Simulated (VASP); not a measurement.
# In: relaxation of cell and atoms with PBE

In:

```
CELL_PARAMETERS angstrom
3.09937 0.00000 0.00000
-1.54968 2.68413 0.00000
0.00000 0.00000 5.20766
ATOMIC_POSITIONS crystal
In 0.33333 0.66667 0.25000
In 0.66667 0.33333 0.75000
```

This isn't the form of In at room conditions, which is tetragonal.

```
Program                : VASP 6.6.1
Task                   : relaxation of cell and atoms
Functional             : PBE
Potentials or basis    : VASP PAW PBE potentials, release 64 (In_d)
Cutoff                 : 500 eV
k mesh                 : 14 × 14 × 8
Occupations            : fermi-dirac, width 0.08 eV
Spin                   : no spin polarisation
Target pressure        : 16 GPa
Dipole correction      : no
Further INCAR settings : ALGO = Normal; EDIFF = 1e-07; IBRION = 2; EDIFFG = -0.005; NSW = 32; ISIF = 3
```

```
Pressure after relaxing : 16.0 GPa
Band gap on the k mesh  : zero (bands 13 and 14 overlap by 7.27 eV)
```

Final structure:
```
In
1.0
     3.09937    0.00000    0.00000
    -1.54968    2.68413    0.00000
     0.00000    0.00000    5.20766
In
2
Direct
  0.33333 0.66667 0.25000
  0.66667 0.33333 0.75000
```

Levels at points of the mesh, in eV from the Fermi level:
```tsv
k point	band 10	band 11	band 12	band 13	band 14	band 15	band 16	band 17
(0.00, 0.00, 0.00)	-14.53	-11.10	-4.87	-4.51	10.07	10.07	11.22	11.38
(0.50, 0.00, 0.00)	-14.44	-5.24	-4.93	0.14	0.62	0.71	2.98	4.64
(0.00, 0.00, 0.50)	-14.63	-9.52	-9.52	3.02	3.02	11.23	11.23	11.23
(0.50, 0.00, 0.50)	-14.45	-3.91	-3.91	-3.18	-3.18	6.45	6.45	6.83
```

Wall time 80 s on 1 thread of Intel Xeon 8259CL (shared host), peak memory 0.21 GiB.

Caveat: the relaxation stopped at its first step, so nothing moved; the cell is relaxed towards a set pressure, so the run minimises the enthalpy, not the energy; spin-orbit coupling is left out, which moves the levels of the heavy elements.
